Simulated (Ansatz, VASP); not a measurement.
Given: the input of a run of VASP 6.6.1 on Ge.

The input INCAR:

```
SYSTEM = Ge
  ALGO = Normal
  EDIFF = 1E-6
  EDIFFG = -0.01
  ENCUT = 600
  GGA = RP
  IBRION = 2
  ISIF = 3
  ISMEAR = -1
  IVDW = 13
  LASPH = .TRUE.
  LCHARG = .FALSE.
  LREAL = .FALSE.
  LWAVE = .FALSE.
  NELM = 60
  NSW = 60
  PREC = Accurate
  SIGMA = 0.05
```

KPOINTS

```
k-points
0
G
  11 11 10
  0 0 0
```

File POSCAR:

```
Ge
1.0
    1.3971490000     -2.6005160000      0.0000000000
    1.3971490000      2.6005160000      0.0000000000
    0.0000000000      0.0000000000      2.6982310000
Ge
1
Direct
    0.5000000000      0.5000000000      0.0000000000
```

Potentials or basis: VASP PAW PBE potentials, release 64 (Ge_d).

Run with:

```console
$ cat potpaw_PBE.64/Ge_d/POTCAR > POTCAR
$ mpirun -np 1 vasp_std > vasp.out
```

Set up the same calculation for Ansatz 0.2.0. Potentials there: Ansatz PAW.

As run (the cutoff follows the program's own potentials):

File input.yaml:

```yaml
crystal:
  lattice:
    - [1.397149, -2.600516, 0.0]
    - [1.397149, 2.600516, 0.0]
    - [0.0, 0.0, 2.698231]
  atoms:
    - { symbol: Ge, position: [0.5, 0.5, 0.0] }
hamiltonian:
  xc: rpbe
  pseudopotentials: { kind: paw }
  dispersion: d4
kpoints:
  mp_grid: { grid: [11, 11, 10] }
scf:
  occupations: { method: fermi_dirac, width: 0.05 }
output:
  forces: true
  stress: true
  eigenvalues: true
relax:
  f_tol: 0.01
  max_steps: 40
  cell: { stress_tol: 0.05 }
```

Potentials or basis: Ansatz PAW.

The run is started by

```bash
$ ansatz run input.yaml --threads 2 --pin off --max-ram 5632MiB --backend cpu --events-out ev --progress --plain --runs-dir out
```

Both were run:

|  | VASP | Ansatz | Ansatz less VASP |
| --- | --- | --- | --- |
| gap on the k mesh at the Fermi level, each at its own relaxed structure (eV) | none | none | - |
| relaxed volume (Å³/atom) | 18.23 | 18.21 | -0.022 |
| relaxed cell length with the largest relative difference (Å) | 2.823 | 2.822 | -0.0012 |

VASP's potentials were made for PBE, not for RPBE. A gap of «none» marks a metal or a gap that the smearing closes.

Noted on Ansatz's run: the plane-wave basis is chosen anew once the cell has moved, so the energies of steps on either side of that aren't comparable.
